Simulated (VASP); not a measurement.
# Al2Cu (Fmmm) in VASP: a series of runs

Al2Cu is run at these levels: PBE; tasks: single point.

All numbers are computed with VASP 6.6.1; they aren't measurements. Logs are shortened: lines on timing, memory, paths and dates and some standing lists are left out, and cuts for length are marked.

### Step 1. The cell of the first run

Symmetry: Fmmm, No. 69, orthorhombic system. The conventional cell has a = 5.494 Å, b = 5.802 Å, c = 6.053 Å, α = 90.00°, β = 90.00°, γ = 90.00°. Al (site symmetry 222) has 4 Cu at 2.51 Å and 6 Al at 2.75 to 3.03 Å within 3.3 Å. Cu (site symmetry mmm) has 8 Al at 2.51 Å within 3.3 Å.

### Step 2. Single point, PBE

The input, INCAR:

```
SYSTEM = Al2Cu
PREC     = Accurate       ! precision mode
ENCUT    = 520            ! plane-wave cutoff, eV
EDIFF    = 1E-6           ! SCF threshold, eV
ISMEAR   = 0              ! smearing method
SIGMA    = 0.15           ! smearing width, eV
LREAL    = .FALSE.        ! projectors in reciprocal space
LASPH    = .TRUE.         ! aspherical terms in the spheres
NELM     = 60             ! most SCF steps
ALGO     = Fast           ! electronic algorithm
ISIF     = 2              ! what is computed and relaxed
LWAVE    = .FALSE.        ! write WAVECAR
LCHARG   = .FALSE.        ! write CHGCAR
GGA      = PE             ! functional
NBANDS   = 16             ! bands
```

The input, KPOINTS:

```
Automatic mesh
0
G
  14 14 14
  0 0 0
```

The input, POSCAR:

```
Al2Cu
1.0
   -2.0514498938      2.0514498938      3.0264298293
    2.0514498938     -2.0514498938      3.0264298293
    1.9422682281      1.9422682281     -3.0264298293
Al Cu
2 1
Direct
    0.7500000000      0.2500000000      0.5000000000
    0.2500000000      0.7500000000      0.5000000000
    0.5000000000      0.5000000000      0.0000000000
```

Potentials or basis: VASP PAW PBE potentials, release 64 (Al, Cu).

Started as:

```bash
$ cat potpaw_PBE.64/Al/POTCAR potpaw_PBE.64/Cu/POTCAR > POTCAR
$ mpirun -np 1 vasp_std > vasp.out
```

OUTCAR:

```text
SYSTEM = Al2Cu
   PREC = Accurate
   ENCUT = 520
   EDIFF = 1E-6
   ISMEAR = 0
   LREAL = .FALSE.
   LASPH = .TRUE.
   NELM = 60
   ISIF = 2
   GGA = PE

 ion  position               nearest neighbor table
   1  0.750  0.250  0.500-   3 2.51   3 2.51   3 2.51   3 2.51   2 2.75   2 2.75   2 2.90   2 2.90
                             2 3.03   2 3.03
   2  0.250  0.750  0.500-   3 2.51   3 2.51   3 2.51   3 2.51   1 2.75   1 2.75   1 2.90   1 2.90
                             1 3.03   1 3.03
   3  0.500  0.500  0.000-   2 2.51   1 2.51   1 2.51   2 2.51   1 2.51   2 2.51   2 2.51   1 2.51

  LATTYP: Found a face centered orthorhombic cell.
 ALAT       =     5.4935641399
 B/A-ratio  =     1.0562134849
 C/A-ratio  =     1.1018092270

  Lattice vectors:

 A1 = (   2.0514498938,  -2.0514498938,  -3.0264298293)
 A2 = (   1.9422682281,   1.9422682281,  -3.0264298293)
 A3 = (   3.9937181219,  -0.1091816657,   0.0000000000)

Analysis of symmetry for initial positions (statically):
=====================================================================
 Subroutine PRICEL returns:
 Original cell was already a primitive cell.

 Routine SETGRP: Setting up the symmetry group for a
 face centered orthorhombic supercell.

 Subroutine GETGRP returns: Found  8 space group operations
 (whereof  8 operations were pure point group operations)
 out of a pool of  8 trial point group operations.

The static configuration has the point symmetry D_2h.

Analysis of symmetry for dynamics (positions and initial velocities):
=====================================================================
 Subroutine PRICEL returns:
 Original cell was already a primitive cell.

 Routine SETGRP: Setting up the symmetry group for a
 face centered orthorhombic supercell.

 Subroutine GETGRP returns: Found  8 space group operations
 (whereof  8 operations were pure point group operations)
 out of a pool of  8 trial point group operations.

The dynamic configuration has the point symmetry D_2h.

 Subroutine INISYM returns: Found  8 space group operations
 (whereof  8 operations are pure point group operations),
 and found     1 'primitive' translations

----------------------------------------------------------------------------------------

                                     Primitive cell

  volume of cell :      48.2348

  direct lattice vectors                    reciprocal lattice vectors
    -2.051449894  2.051449894  3.026429829     0.006850458  0.250580515  0.165211166
     2.051449894 -2.051449894  3.026429829     0.250580515  0.006850458  0.165211166
     1.942268228  1.942268228 -3.026429829     0.257430973  0.257430973  0.000000000

  length of vectors
     4.192394405  4.192394405  4.087063647     0.300220340  0.300220340  0.364062374

  position of ions in fractional coordinates (direct lattice)
     0.750000000  0.250000000  0.500000000
     0.250000000  0.750000000  0.500000000
     0.500000000  0.500000000  0.000000000

  ion indices of the primitive-cell ions
   primitive index   ion index
                 1           1
                 2           2
                 3           3

----------------------------------------------------------------------------------------

 KPOINTS: Automatic mesh

Automatic generation of k-mesh.
 Grid dimensions read from file:
 generate k-points for:   14   14   14

 Generating k-lattice:

  Cartesian coordinates                     Fractional coordinates (reciprocal lattice)
     0.000489318  0.017898608  0.011800798     0.071428571  0.000000000  0.000000000
     0.017898608  0.000489318  0.011800798     0.000000000  0.071428571  0.000000000
     0.018387927  0.018387927  0.000000000     0.000000000  0.000000000  0.071428571

  Length of vectors
     0.021444310  0.021444310  0.026004455

  Shift w.r.t. Gamma in fractional coordinates (k-lattice)
     0.000000000  0.000000000  0.000000000

 Subroutine IBZKPT returns following result:
 ===========================================

 Found    428 irreducible k-points:

 Following reciprocal coordinates:
            Coordinates               Weight
  0.000000  0.000000  0.000000      1.000000
  0.071429  0.000000  0.000000      8.000000
  0.142857  0.000000  0.000000      8.000000
  0.214286 -0.000000 -0.000000      8.000000
  0.285714  0.000000  0.000000      8.000000
  0.357143  0.000000  0.000000      8.000000
[... 16 lines left out ...]
  0.214286  0.142857  0.000000      8.000000
  0.285714  0.142857  0.000000      8.000000
 [... further k-points ...]
   k-points           NKPTS =    428   k-points in BZ     NKDIM =    428   number of bands    NBANDS=     16
   number of dos      NEDOS =    301   number of ions     NIONS =      3
   total plane-waves  NPLWV =  30720
   dimension x,y,z NGX =    32 NGY =   32 NGZ =   30
   dimension x,y,z NGXF=    64 NGYF=   64 NGZF=   60
   ions per type =               2   1
   NGX,Y,Z   is equivalent  to a cutoff of  12.69, 12.69, 12.20 a.u.
   NGXF,Y,Z  is equivalent  to a cutoff of  25.38, 25.38, 24.41 a.u.
 SYSTEM =  Al2Cu
   PREC   = accura    normal or accurate (medium, high low for compatibility)
   ISTART =      0    job   : 0-new  1-cont  2-samecut
   ICHARG =      2    charge: 1-file 2-atom 10-const
   ISPIN  =      1    spin polarized calculation?
   LNONCOLLINEAR =      F non collinear calculations
   LSORBIT =      F    spin-orbit coupling
   LASPH  =      T    aspherical Exc in radial PAW
   ENCUT  =  520.0 eV  38.22 Ry    6.18 a.u.   7.80  7.80  7.60*2*pi/ulx,y,z
   NELM   =     60;   NELMIN=  2; NELMDL= -5     # of ELM steps
   EDIFF  = 0.1E-05   stopping-criterion for ELM
   LREAL  =      F    real-space projection
   EDIFFG = 0.1E-04   stopping-criterion for IOM
   NSW    =      0    number of steps for IOM
   IBRION =     -1    ionic relax: 0-MD 1-quasi-New 2-CG
   NFREE  =      0    steps in history (QN), initial steepest desc. (CG)
   ISIF   =      2    stress and relaxation
   ISYM   =      2    0-nonsym 1-usesym 2-fastsym
   POTIM  = 0.5000    time-step for ionic-motion
   TEBEG  =    0.0;   TEEND  =   0.0 temperature during run
   PSTRESS=    0.0 pullay stress
   NELECT =      17.0000    total number of electrons
   NUPDOWN=      -1.0000    fix difference up-down
   EMIN   =  10.00;   EMAX   =-10.00  energy-range for DOS
   EFERMI =   0.00;   METHOD = LEGACY
   ISMEAR =     0;   SIGMA  =   0.15  broadening in eV -4-tet -1-fermi 0-gaus
   EFERMI_NEDOS =   21; number of points for ismear=-14 and -15
   IALGO  =     68    algorithm
   IMIX   =      4    mixing-type and parameters
     AMIX     =   0.40;   BMIX     =  1.00
     AMIX_MAG =   1.60;   BMIX_MAG =  1.00
  volume/ion in A,a.u.               =      16.08       108.50
  Fermi-wavevector in a.u.,A,eV,Ry     =   1.156390  2.185260 18.194217  1.337237
  Thomas-Fermi vector in A             =   2.293010
   LORBIT       =      0    0 simple, 1 ext, 2 COOP (PROOUT), +10 PAW based schemes
   GGA     = PE    functional components
   LHFCALC =     F    Hartree Fock is set to
   AEXX    =    0.0000 exact exchange contribution
   IVDW    =     0    specifies the selected vdW correction
   LEPSILON=     F    determine dielectric tensor
   LRPA    =     F    only Hartree local field effects (RPA)
 non-spin polarized calculation
 RMM-DIIS sequential band-by-band and
 Gauss-broadening in eV      SIGMA  =   0.15
  energy-cutoff  :      520.00
  volume of cell :       48.23
 maximum number of plane-waves:      1319
   NGX = 15   NGY = 15   NGZ = 15

 number of electron      17.0000007 magnetization

 Free energy of the ion-electron system (eV)
  ---------------------------------------------------
  ext. energy  EPLUGINS =         0.00000000
  ---------------------------------------------------
  free energy    TOTEN  =       -11.68583213 eV

  energy without entropy =      -11.67537101  energy(sigma->0) =      -11.68060157

 E-fermi :   6.9149     XC(G=0): -10.4152

 val. band max:        6.9128607409   @ k =   0.0714   0.0714   0.0714
 cond. band min:       6.9160176564   @ k =  -0.0714  -0.2857   0.1429
 fundamental gap:      0.0031569155
 Fermi energy:         6.9148963932

 k-point     1 :       0.0000    0.0000    0.0000
  band No.  band energies     occupation
      1      -3.2228      2.00000
      2       2.3895      2.00000
      3       2.4446      2.00000
      4       2.4804      2.00000
      5       2.9130      2.00000
      6       3.0442      2.00000
[... 8 lines left out ...]
     15      13.6663      0.00000
     16      13.6781      0.00000

 k-point     2 :       0.0714    0.0000    0.0000
  band No.  band energies     occupation
      1      -3.1549      2.00000
      2       2.3821      2.00000
      3       2.4455      2.00000
      4       2.4844      2.00000
      5       2.9115      2.00000
      6       3.0405      2.00000
[... 8 lines left out ...]
     15      13.1397      0.00000
     16      14.0182      0.00000

 k-point     3 :       0.1429    0.0000    0.0000
  band No.  band energies     occupation
      1      -2.9518      2.00000
      2       2.3266      2.00000
      3       2.4654      2.00000
      4       2.5044      2.00000
      5       2.9105      2.00000
      6       3.0312      2.00000
[... 8 lines left out ...]
     15      13.0191      0.00000
     16      13.8085      0.00000

 k-point     4 :       0.2143   -0.0000   -0.0000
  band No.  band energies     occupation
      1      -2.6161      2.00000
      2       2.2033      2.00000
      3       2.5051      2.00000
      4       2.5314      2.00000
      5       2.9196      2.00000
      6       3.0218      2.00000
[... 8 lines left out ...]
     15      13.3024      0.00000
     16      14.0980      0.00000

 k-point     5 :       0.2857    0.0000    0.0000
  band No.  band energies     occupation
      1      -2.1535      2.00000
      2       1.9817      2.00000
      3       2.5447      2.00000
      4       2.5519      2.00000
      5       2.9471      2.00000
      6       3.0187      2.00000
[... 8 lines left out ...]
     15      13.8778      0.00000
     16      15.1664      0.00000

 k-point     6 :       0.3571    0.0000    0.0000
  band No.  band energies     occupation
      1      -1.5762      2.00000
      2       1.5679      2.00000
      3       2.5524      2.00000
      4       2.5789      2.00000
      5       2.9875      2.00000
      6       3.0238      2.00000
[... 8 lines left out ...]
     15      15.0173      0.00000
     16      16.3152      0.00000
[... 267 lines left out ...]
 k-point    21 :      -0.0714    0.0714    0.0000
  band No.  band energies     occupation
      1      -3.1331      2.00000
      2       2.4006      2.00000
      3       2.4172      2.00000
      4       2.4964      2.00000
      5       2.9103      2.00000
      6       3.0384      2.00000
[... 8 lines left out ...]
     15      12.6213      0.00000
     16      13.9076      0.00000

 k-point    22 :       0.1429    0.1429    0.0000
  band No.  band energies     occupation
      1      -2.5003      2.00000
      2       2.1902      2.00000
      3       2.5016      2.00000
      4       2.5511      2.00000
      5       2.9015      2.00000
      6       3.0338      2.00000
[... 8 lines left out ...]
     15      14.0910      0.00000
     16      15.5261      0.00000

 k-point    23 :       0.2143    0.1429    0.0000
  band No.  band energies     occupation
      1      -2.0794      2.00000
      2       2.0458      2.00000
      3       2.5056      2.00000
      4       2.5964      2.00000
      5       2.9060      2.00000
      6       3.0428      2.00000
[... 8 lines left out ...]
     15      14.1495      0.00000
     16      16.6192      0.00000

 k-point    24 :       0.2857    0.1429    0.0000
  band No.  band energies     occupation
      1      -1.5390      2.00000
      2       1.7763      2.00000
      3       2.5027      2.00000
      4       2.6307      2.00000
      5       2.9272      2.00000
      6       3.0538      2.00000
[... 8 lines left out ...]
     15      14.3449      0.00000
     16      17.5424      0.00000

 [... further k-points ...]
[... 5 lines left out ...]
  --------------------------------------------------------------------------------------
  -------------------------------------------------------------------------------------
  Total        0.8686460      0.8686460     -0.9083156      0.9365219     -0.0000000     -0.0000000
  in kB       28.8531124     28.8531124    -30.1707877     31.1076934     -0.0000000     -0.0000000
  external PRESSURE =       9.1784791 kB  Pullay stress =       0.0000000 kB

 VOLUME and BASIS-vectors are now :
 -----------------------------------------------------------------------------
  energy-cutoff  :      520.00
  volume of cell :       48.23
      direct lattice vectors                 reciprocal lattice vectors
    -2.051449894  2.051449894  3.026429829     0.006850458  0.250580515  0.165211166
     2.051449894 -2.051449894  3.026429829     0.250580515  0.006850458  0.165211166
     1.942268228  1.942268228 -3.026429829     0.257430973  0.257430973  0.000000000

 POSITION                                       TOTAL-FORCE (eV/Angst)
 -----------------------------------------------------------------------------------
     -0.05459      1.99686      1.51321        -0.000000      0.000000     -0.000000
      1.99686     -0.05459      1.51321        -0.000000      0.000000     -0.000000
      0.00000      0.00000      3.02643         0.000000     -0.000000      0.000000
 -----------------------------------------------------------------------------------
    total drift:                               -0.000000      0.000000     -0.000000

  FREE ENERGIE OF THE ION-ELECTRON SYSTEM (eV)
  ---------------------------------------------------
  free  energy   TOTEN  =       -11.6858321256 eV

  energy  without entropy=      -11.6753710103  energy(sigma->0) =      -11.68060157
```

Wall time 4.1 min (1 thread of AMD EPYC 9R45 (Zen 5), shared host); peak memory 0.4 GiB.

Results:

```yaml
Free_energy: -11.6858 eV
Pressure: 0.9 GPa
```

Levels at points of the mesh, in eV from the Fermi level:
| k point | band 5 | band 6 | band 7 | band 8 | band 9 | band 10 | band 11 | band 12 | band 13 | band 14 |
| --- | --- | --- | --- | --- | --- | --- | --- | --- | --- | --- |
| (0.00, 0.00, 0.00) | -4.00 | -3.87 | 2.33 | 2.56 | 2.94 | 2.95 | 3.31 | 3.40 | 4.11 | 5.55 |
| (0.50, 0.00, 0.00) | -3.95 | -3.87 | -3.81 | 0.25 | 0.94 | 2.42 | 2.90 | 4.20 | 4.49 | 9.15 |
| (0.50, 0.50, 0.00) | -3.91 | -3.83 | -3.62 | -2.25 | -1.54 | 0.35 | 1.63 | 8.69 | 8.99 | 9.72 |
| (0.00, 0.00, 0.50) | -3.92 | -3.81 | -3.51 | -2.41 | -2.11 | -0.30 | 1.27 | 8.99 | 9.62 | 9.93 |
| (0.50, 0.50, 0.50) | -3.98 | -3.82 | -3.73 | -1.84 | -1.43 | 0.84 | 1.84 | 8.86 | 9.83 | 10.84 |

Caveat: the cell differs from its parent crystal (strain +e along x and -e along y -0.0267, strain +e along z and -e/2 along x and y +0.0467).

(Continued in part 2 of 2.)
